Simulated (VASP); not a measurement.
# Mg5Zn2Cl14 in VASP: further runs

Mg5Zn2Cl14 is run at these levels: PBE; tasks: single point.

All numbers are computed with VASP 6.6.1; they aren't measurements. Logs are shortened: lines on timing, memory, paths and dates and some standing lists are left out, and cuts for length are marked.

## Step 1: The cell of the first run

The cell holds a disordered packing, 21 atoms: a = 8.305 Å, b = 8.202 Å, c = 8.228 Å, α = 92.07°, β = 93.84°, γ = 93.03°.

## Step 2: Single point, PBE

INCAR reads:

```
SYSTEM = Mg5Zn2Cl14
PREC = Accurate
ENCUT = 520
EDIFF = 1E-6
ISMEAR = -1
SIGMA = 0.0552
LREAL = Auto
LASPH = .True.
NELM = 100
ALGO = Normal
ISIF = 2
LWAVE = .False.
LCHARG = .False.
GGA = PE
ISYM = 0
NBANDS = 82
```

KPOINTS reads:

```
Automatic mesh
0
Gamma
  1 1 1
  0 0 0
```

POSCAR reads:

```
Mg5Zn2Cl14
1.0
    8.2974160000     -0.2208390000     -0.2790260000
   -0.2208390000      8.1977830000     -0.1524450000
   -0.2790260000     -0.1524450000      8.2216760000
Zn Cl Mg
2 14 5
Direct
    0.4408906194      0.2379667862      0.7054953020
    0.5456398185      0.1731770352      0.2242920627
    0.0979790093      0.2370302578      0.0642200895
    0.4812101350      0.3157376168      0.9699006334
    0.8376590897      0.1213428333      0.7935020516
    0.6252887010      0.2091043306      0.5013729214
    0.7738001593      0.5914414092      0.0715148163
    0.1122135511      0.6787740146      0.3570661509
    0.1756085831      0.7460717301      0.9393021892
    0.7674064495      1.0304408749      0.1549569590
    0.5724688544      0.6994699810      0.4105459028
    0.3615292317      0.9886469003      0.2176522563
    0.2618907969      0.0318179927      0.6797618679
    0.5237400313      0.7913048911      0.8048709971
    0.9314722335      0.7651037118      0.6646974664
    0.2918422651      0.4410435258      0.6481154767
    0.5530093827      0.7753337744      0.1439076112
    0.3077366398      0.7436348080      0.6048839594
    0.0480667473      0.9862472026      0.8938340950
    0.0576051686      0.5262509475      0.1130873639
    0.7086242920      0.9159186400      0.6171037169
```

Potentials or basis: VASP PAW PBE potentials, release 64 (Zn, Cl, Mg).

Run with:

```
cat potpaw_PBE.64/Zn/POTCAR potpaw_PBE.64/Cl/POTCAR potpaw_PBE.64/Mg/POTCAR > POTCAR
mpirun -np 1 vasp_gam > vasp.out
```

OUTCAR:

```text
SYSTEM = Mg5Zn2Cl14
   PREC = Accurate
   ENCUT = 520
   EDIFF = 1E-6
   ISMEAR = -1
   LREAL = Auto
   LASPH = .True.
   NELM = 100
   ISIF = 2
   GGA = PE
   ISYM = 0

 ion  position               nearest neighbor table
   1  0.441  0.238  0.705-  16 2.17  13 2.19   4 2.24   6 2.36
   2  0.546  0.173  0.224-  12 2.09  10 2.33   6 2.33   4 2.48  17 3.31
   3  0.098  0.237  0.064-  20 2.44  19 2.45
   4  0.481  0.316  0.970-   1 2.24   2 2.48
   5  0.838  0.121  0.794-  19 2.25  21 2.35
   6  0.625  0.209  0.501-   2 2.33   1 2.36  21 2.72
   7  0.774  0.591  0.072-  20 2.45  17 2.52
   8  0.112  0.679  0.357-  20 2.33  18 2.54
   9  0.176  0.746  0.939-  19 2.32  20 2.54  18 3.03
  10  0.767  0.030  0.155-   2 2.33  17 2.67
  11  0.572  0.699  0.411-  17 2.30  21 2.58  18 2.83
  12  0.362  0.989  0.218-   2 2.09  17 2.51
  13  0.262  0.032  0.680-   1 2.19  18 2.48  19 2.61
  14  0.524  0.791  0.805-  18 2.36  21 2.46  17 2.79
  15  0.931  0.765  0.665-  21 2.30  19 2.67
  16  0.292  0.441  0.648-   1 2.17  18 2.52
  17  0.553  0.775  0.144-  11 2.30  12 2.51   7 2.52  10 2.67  14 2.79   2 3.31
  18  0.308  0.744  0.605-  14 2.36  13 2.48  16 2.52   8 2.54  11 2.83   9 3.03  21 3.54
  19  0.048  0.986  0.894-   5 2.25   9 2.32   3 2.45  13 2.61  15 2.67  21 3.51
  20  0.058  0.526  0.113-   8 2.33   3 2.44   7 2.45   9 2.54
  21  0.709  0.916  0.617-  15 2.30   5 2.35  14 2.46  11 2.58   6 2.72  19 3.51  18 3.54

IMPORTANT INFORMATION: All symmetrisations will be switched off!
NOSYMM: (Re-)initialisation of all symmetry stuff for point group C_1.

----------------------------------------------------------------------------------------

                                     Primitive cell

  volume of cell :     557.9910

  direct lattice vectors                    reciprocal lattice vectors
     8.297416000 -0.220839000 -0.279026000     0.120747964  0.003330166  0.004159674
    -0.220839000  8.197783000 -0.152445000     0.003330166  0.122118119  0.002377313
    -0.279026000 -0.152445000  8.221676000     0.004159674  0.002377313  0.121814952

  length of vectors
     8.305042905  8.202173825  8.227821780     0.120865478  0.122186647  0.121909134

  position of ions in fractional coordinates (direct lattice)
     0.440890619  0.237966786  0.705495302
     0.545639818  0.173177035  0.224292063
     0.097979009  0.237030258  0.064220089
     0.481210135  0.315737617  0.969900633
     0.837659090  0.121342833  0.793502052
     0.625288701  0.209104331  0.501372921
[... 13 lines left out ...]
     0.057605169  0.526250948  0.113087364
     0.708624292  0.915918640  0.617103717

  ion indices of the primitive-cell ions
[... 76 lines left out ...]
   ISIF   =      2    stress and relaxation
   ISYM   =      0    0-nonsym 1-usesym 2-fastsym
   POTIM  = 0.5000    time-step for ionic-motion
   TEBEG  =    0.0;   TEEND  =   0.0 temperature during run
   PSTRESS=    0.0 pullay stress
   NELECT =     132.0000    total number of electrons
   NUPDOWN=      -1.0000    fix difference up-down
   EMIN   =  10.00;   EMAX   =-10.00  energy-range for DOS
   EFERMI =   0.00;   METHOD = LEGACY
   ISMEAR =    -1;   SIGMA  =   0.06  broadening in eV -4-tet -1-fermi 0-gaus
   EFERMI_NEDOS =   21; number of points for ismear=-14 and -15
   IALGO  =     38    algorithm
   IMIX   =      4    mixing-type and parameters
     AMIX     =   0.40;   BMIX     =  1.00
     AMIX_MAG =   1.60;   BMIX_MAG =  1.00
  volume/ion in A,a.u.               =      26.57       179.31
  Fermi-wavevector in a.u.,A,eV,Ry     =   1.012489  1.913327 13.947801  1.025134
  Thomas-Fermi vector in A             =   2.145602
   LORBIT       =      0    0 simple, 1 ext, 2 COOP (PROOUT), +10 PAW based schemes
   GGA     = PE    functional components
   LHFCALC =     F    Hartree Fock is set to
   AEXX    =    0.0000 exact exchange contribution
   IVDW    =     0    specifies the selected vdW correction
   LEPSILON=     F    determine dielectric tensor
   LRPA    =     F    only Hartree local field effects (RPA)
 non-spin polarized calculation
  energy-cutoff  :      520.00
  volume of cell :      557.99
 maximum number of plane-waves:      7510
 NGX is ok and might be reduce to    64
   NGX = 31   NGY = 31   NGZ = 31

 number of electron     132.0000013 magnetization

 Free energy of the ion-electron system (eV)
  ---------------------------------------------------
  ext. energy  EPLUGINS =         0.00000000
  ---------------------------------------------------
  free energy    TOTEN  =       -64.08677453 eV

  energy without entropy =      -64.08677453  energy(sigma->0) =      -64.08677453

 E-fermi :   0.9723     XC(G=0):  -7.6954

 val. band max:       -0.3648357668   @ k =   0.0000   0.0000   0.0000
 cond. band min:       2.6797894792   @ k =   0.0000   0.0000   0.0000
 fundamental gap:      3.0446252460
 Fermi energy:         0.9723421614

 k-point     1 :       0.0000    0.0000    0.0000
  band No.  band energies     occupation
      1     -15.2520      2.00000
      2     -15.0497      2.00000
      3     -14.6851      2.00000
      4     -14.4621      2.00000
      5     -14.3274      2.00000
      6     -14.1480      2.00000
[... 70 lines left out ...]
     77       6.8254      0.00000
     78       6.8812      0.00000
 [bands above 78 left out]

------------------------ aborting loop because EDIFF is reached ----------------------------------------

  FORCE on cell =-STRESS in cart. coord.  units (eV):
  Direction    XX          YY          ZZ          XY          YZ          ZX
  --------------------------------------------------------------------------------------
  -------------------------------------------------------------------------------------
  Total       12.5894231      5.9162513      6.4511411      2.2880548     -2.8854364      4.3652930
  in kB       36.1484120     16.9875210     18.5233673      6.5697647     -8.2850455     12.5342050
  external PRESSURE =      23.8864334 kB  Pullay stress =       0.0000000 kB

 VOLUME and BASIS-vectors are now :
 -----------------------------------------------------------------------------
  energy-cutoff  :      520.00
  volume of cell :      557.99
      direct lattice vectors                 reciprocal lattice vectors
     8.297416000 -0.220839000 -0.279026000     0.120747964  0.003330166  0.004159674
    -0.220839000  8.197783000 -0.152445000     0.003330166  0.122118119  0.002377313
    -0.279026000 -0.152445000  8.221676000     0.004159674  0.002377313  0.121814952

 POSITION                                       TOTAL-FORCE (eV/Angst)
 -----------------------------------------------------------------------------------
      3.40885      1.74588      5.64106         0.815509      0.422371      0.096164
      4.42657      1.26498      1.66541         1.400500      0.934656     -0.942285
      0.74271      1.91169      0.46452         0.228431      0.882634      0.534631
      3.65245      2.33422      7.79181         0.431905     -0.042121      1.107089
      6.70220      0.68879      6.27169        -0.722350      0.705024     -0.495954
      5.00221      1.49967      3.91578        -0.070060      0.030858     -0.015619
[... 13 lines left out ...]
      0.33020      4.28413      0.83347        -0.533488      0.016250     -0.305497
      5.50529      7.25794      4.73627         0.229546     -0.232218     -0.083411
 -----------------------------------------------------------------------------------
    total drift:                               -0.000963     -0.000677     -0.000991

  FREE ENERGIE OF THE ION-ELECTRON SYSTEM (eV)
  ---------------------------------------------------
  free  energy   TOTEN  =       -64.0867745322 eV

  energy  without entropy=      -64.0867745321  energy(sigma->0) =      -64.08677453
```

OSZICAR:

```text
N       E                     dE             d eps       ncg     rms          rms(c)
DAV:   1     0.147004757282E+04    0.14700E+04   -0.61993E+04   164   0.154E+03
DAV:   2     0.156309897217E+03   -0.13137E+04   -0.12526E+04   212   0.346E+02
DAV:   3    -0.585791559597E+02   -0.21489E+03   -0.21252E+03   182   0.154E+02
DAV:   4    -0.686806332780E+02   -0.10101E+02   -0.10033E+02   192   0.393E+01
DAV:   5    -0.689108704405E+02   -0.23024E+00   -0.22999E+00   192   0.639E+00    0.152E+01
DAV:   6    -0.644875259948E+02    0.44233E+01   -0.54690E+00   280   0.495E+01    0.111E+01
DAV:   7    -0.642060988355E+02    0.28143E+00   -0.11468E+01   200   0.109E+01    0.637E+00
DAV:   8    -0.640859259977E+02    0.12017E+00   -0.13412E+00   192   0.526E+00    0.317E+00
DAV:   9    -0.640810393362E+02    0.48867E-02   -0.12177E-01   232   0.383E+00    0.582E-01
DAV:  10    -0.640844038490E+02   -0.33645E-02   -0.34143E-02   224   0.139E+00    0.401E-01
DAV:  11    -0.640854265603E+02   -0.10227E-02   -0.62082E-03   224   0.495E-01    0.199E-01
DAV:  12    -0.640867773479E+02   -0.13508E-02   -0.33056E-03   208   0.378E-01    0.981E-02
DAV:  13    -0.640867709488E+02    0.63991E-05   -0.69030E-04   216   0.207E-01    0.790E-02
DAV:  14    -0.640867701343E+02    0.81450E-06   -0.18775E-04   224   0.576E-02    0.462E-02
DAV:  15    -0.640867711810E+02   -0.10467E-05   -0.10250E-04   224   0.586E-02    0.159E-02
DAV:  16    -0.640867737982E+02   -0.26172E-05   -0.12438E-05   192   0.253E-02    0.121E-02
DAV:  17    -0.640867745322E+02   -0.73406E-06   -0.61693E-06   176   0.107E-02
   1 F= -.64086775E+02 E0= -.64086775E+02  d E =-.115304E-09
```

It took 55 s on 1 thread of Intel Xeon 6975P-C (Granite Rapids), shared host; peak memory 0.52 GiB.

Results:

| Item | Value |
| --- | --- |
| Free energy | -64.0868 eV |
| Pressure | 2.4 GPa |
| Largest force | 1.929 eV/Å |

Forces on the atoms (eV/Å):
```
Zn   0.816  0.422  0.096
Zn   1.401  0.935 -0.942
Cl   0.228  0.883  0.535
Cl   0.432 -0.042  1.107
Cl  -0.722  0.705 -0.496
Cl  -0.070  0.031 -0.016
Cl   0.147  0.030  0.057
Cl   0.580 -0.082  0.028
Cl   0.516 -1.085  0.914
Cl  -0.638 -0.570  0.577
Cl  -0.334  0.098  0.834
Cl  -1.241 -1.430  0.063
Cl  -0.976 -0.623 -0.499
Cl   0.673  0.099  0.294
Cl  -0.144 -0.023 -0.167
Cl  -0.737  1.052 -0.606
Mg   0.918  0.715 -0.832
Mg  -0.609 -0.884 -0.431
Mg   0.065 -0.015 -0.125
Mg  -0.533  0.016 -0.305
Mg   0.230 -0.232 -0.083
```

Levels at points of the mesh, in eV from the Fermi level:
| k point | band 62 | band 63 | band 64 | band 65 | band 66 | band 67 | band 68 | band 69 | band 70 | band 71 |
| --- | --- | --- | --- | --- | --- | --- | --- | --- | --- | --- |
| (0.00, 0.00, 0.00) | -1.74 | -1.73 | -1.53 | -1.40 | -1.34 | 1.71 | 2.93 | 3.60 | 3.91 | 4.07 |

Caveat: the k points lie up to 0.77 Å⁻¹ apart; the atoms stand as in a frame of molecular dynamics.

## Step 3: Single point, PBE

INCAR reads:

```
ALGO = Normal
EDIFF = 1E-6
ENCUT = 520
GGA = PE
ISIF = 2
ISMEAR = -1
ISYM = 0
LASPH = True
LCHARG = False
LREAL = Auto
LWAVE = False
NBANDS = 82
NELM = 100
PREC = Accurate
SIGMA = 0.0552
```

KPOINTS reads:

```
k-points
0
Gamma
  1 1 1
```

POSCAR reads:

```
Mg5Zn2Cl14
1.0
    8.2974160000     -0.2208390000     -0.2790260000
   -0.2208390000      8.1977830000     -0.1524450000
   -0.2790260000     -0.1524450000      8.2216760000
Zn Cl Mg
2 14 5
Direct
    0.4392487193      0.2729879705      0.6867781538
    0.5563603068      0.1984080977      0.2052771617
    0.1302013651      0.2765431671     -0.0516820185
    0.5058298988      0.3410735541      0.9575192031
    0.7986237472      0.0995146517      0.7774033300
    0.6081815594      0.2211423989      0.4829820004
    0.7880780437      0.5962792218      0.0716802815
    0.1304066321      0.6184789613      0.3209514540
    0.1351593476      0.7708794115      0.9893776748
    0.7830947814      1.0156855152      0.2184104534
    0.5607466263      0.7054649840      0.4134089567
    0.3849076272      0.9934056653      0.1986517058
    0.2621422678      0.0145066518      0.6428426485
    0.4835406598      0.7567705263      0.8133419876
    0.9609891742      0.7420217364      0.6310688318
    0.2563453497      0.4329226227      0.6011260851
    0.6176989831      0.8061585468      0.1371957392
    0.3035020252      0.7280976836      0.5545260854
    0.0703854526      0.9722257019      0.8269768011
    0.0467967287      0.5108293031      0.0417018230
    0.7157681889      0.8626280046      0.6499305325
```

Potentials or basis: VASP PAW PBE potentials, release 64 (Zn, Cl, Mg).

Run with:

```
cat potpaw_PBE.64/Zn/POTCAR potpaw_PBE.64/Cl/POTCAR potpaw_PBE.64/Mg/POTCAR > POTCAR
mpirun -np 1 vasp_gam > vasp.out
```

Wall time 52 s (1 thread of Intel Xeon 6975P-C (Granite Rapids), shared host); peak memory 0.52 GiB.

Results (log left out):

```
Free energy   : -64.0667 eV
Pressure      : 3.2 GPa
Largest force : 1.568 eV/Å
```

Forces on the atoms (eV/Å):
```
Zn   0.228 -0.279  0.265
Zn   0.609  0.390 -0.545
Cl  -0.192 -0.982  0.035
Cl   0.421 -0.342  0.449
Cl   0.575 -0.023  0.601
Cl   0.144  0.555  0.213
Cl  -0.557 -0.123 -0.021
Cl   0.160 -0.065 -0.242
Cl   0.581  0.255 -0.010
Cl   1.018  1.190 -0.080
Cl   0.108  0.106  0.398
Cl  -0.758 -0.903 -0.367
Cl   0.498  0.472 -0.758
Cl   0.981  0.137  0.053
Cl  -0.369  0.075  0.053
Cl  -0.292  0.284  0.085
Mg  -1.032 -0.610 -0.229
Mg  -0.254 -0.614 -0.353
Mg  -1.020  0.927  0.053
Mg  -0.112  0.558  0.882
Mg  -0.736 -1.008 -0.482
```

Stress tensor (GPa, compression positive):
```
 4.20  1.12  0.54
 1.12  3.24 -0.89
 0.54 -0.89  2.04
```

Levels at points of the mesh, in eV from the Fermi level:
```
           k point  band 62  band 63  band 64  band 65  band 66  band 67  band 68  band 69  band 70  band 71
(0.00, 0.00, 0.00)    -2.26    -2.16    -1.82    -1.67    -1.27     1.29     2.71     3.44     3.82     3.99
```

Caveat: the k points lie up to 0.77 Å⁻¹ apart; the atoms stand as in a frame of molecular dynamics.

## Step 4: Single point, PBE

INCAR reads:

```
SYSTEM = Mg5Zn2Cl14
PREC = Accurate
ENCUT = 520
EDIFF = 1E-6
ISMEAR = -1
SIGMA = 0.0552
LREAL = Auto
LASPH = .True.
NELM = 60
ALGO = Normal
ISIF = 2
LWAVE = .False.
LCHARG = .True.
GGA = PE
LELF = .True.
LVHAR = .True.
NBANDS = 82
ISYM = 0
```

KPOINTS reads:

```
Automatic mesh
0
Gamma
  1 1 1
  0 0 0
```

POSCAR reads:

```
Mg5Zn2Cl14
1.0
    8.2974160000     -0.2208390000     -0.2790260000
   -0.2208390000      8.1977830000     -0.1524450000
   -0.2790260000     -0.1524450000      8.2216760000
Zn Cl Mg
2 14 5
Direct
    0.4153078129      0.2814256190      0.6912328589
    0.5859257967      0.1942061338      0.2035322586
    0.1098830181      0.2538377401      0.0196284204
    0.5270911430      0.2964836133      0.9618291426
    0.8040030699      0.1333260390      0.7446666165
    0.6065981036      0.2874276885      0.4534113916
    0.7916017469      0.5947990955      0.0281700005
    0.1796372879      0.5927027290      0.2830360916
    0.1911708217      0.7864841597      0.9338286023
    0.8070726726      1.0085328867      0.1997351946
    0.5800998992      0.7094495928      0.4162624503
    0.4034904747      0.9935346820      0.1794568076
    0.2570605597      0.0434870694      0.6197944271
    0.5388549662      0.7986946433      0.8129238553
    0.9642488796      0.7547912769      0.5875715200
    0.2358512327      0.4555664466      0.6517742189
    0.5911803379      0.8019393388      0.1149201607
    0.2702851217      0.7190208601      0.5381120238
    0.0633782373      1.0234576883      0.8308875445
    0.0665856502      0.5466042673      0.0322310457
    0.7268872640      0.8727268798      0.6011120233
```

Run with:

```
cat potpaw_PBE.64/Zn/POTCAR potpaw_PBE.64/Cl/POTCAR potpaw_PBE.64/Mg/POTCAR > POTCAR
mpirun -np 1 vasp_gam > vasp.out
```

It took 52 s on 1 thread of Intel Xeon 6975P-C (Granite Rapids), shared host; peak memory 0.53 GiB.

Results (log left out):

- Free energy: -64.7821 eV
- Pressure: 2.0 GPa
- Largest force: 1.404 eV/Å

Forces in eV/Å, atoms in the order of the input:
```
Zn   1.194 -0.720  0.045
Zn   0.856 -0.307 -0.150
Cl   0.042  0.264 -0.071
Cl  -0.326  0.651 -1.090
Cl   0.607 -0.938 -0.270
Cl  -0.200  0.558  1.137
Cl  -0.014  0.096  0.253
Cl   0.570  0.127  0.927
Cl  -0.575 -0.122 -0.331
Cl  -0.247  0.161 -0.018
Cl  -1.055 -0.398 -0.704
Cl  -1.120 -0.737  0.415
Cl   0.128 -0.205 -0.287
Cl   0.123  0.037 -0.519
Cl   0.798 -0.162  0.095
Cl  -0.683  0.707  0.139
Mg   0.924 -0.072 -0.144
Mg   0.157  0.302  0.162
Mg  -0.344  0.143  0.138
Mg  -0.607 -0.359 -0.694
Mg  -0.229  0.974  0.969
```

Stress tensor (GPa, compression positive):
```
 2.62  1.04  1.52
 1.04  1.83 -0.51
 1.52 -0.51  1.61
```

Levels at points of the mesh, in eV from the Fermi level:
```tsv
k point	band 64	band 65	band 66	band 67	band 68	band 69
(0.00, 0.00, 0.00)	-1.60	-1.49	-1.40	1.66	2.97	3.58
```

Caveat: the k points lie up to 0.77 Å⁻¹ apart; the atoms stand as in a frame of molecular dynamics.

## Step 5: Summary

| cell | pressure (GPa) | largest force (eV/Å) |
| --- | --- | --- |
| as given, atomic positions A | 2.4 | 1.93 |
| as given, atomic positions B | 3.2 | 1.57 |
| as given, atomic positions C | 2.0 | 1.40 |

Alike in all rows: task single point; level PBE; potentials or basis VASP PAW PBE potentials, release 64 (Zn, Cl, Mg); no spin polarisation; k mesh 1 × 1 × 1; cutoff (eV) 520; smearing fermi-dirac 0.0552 eV.

Caveats: all runs use coarse meshes; the atoms stand as in a frame of molecular dynamics.

Total energies depend on the potentials used, so only differences within one code and one set of settings carry meaning.
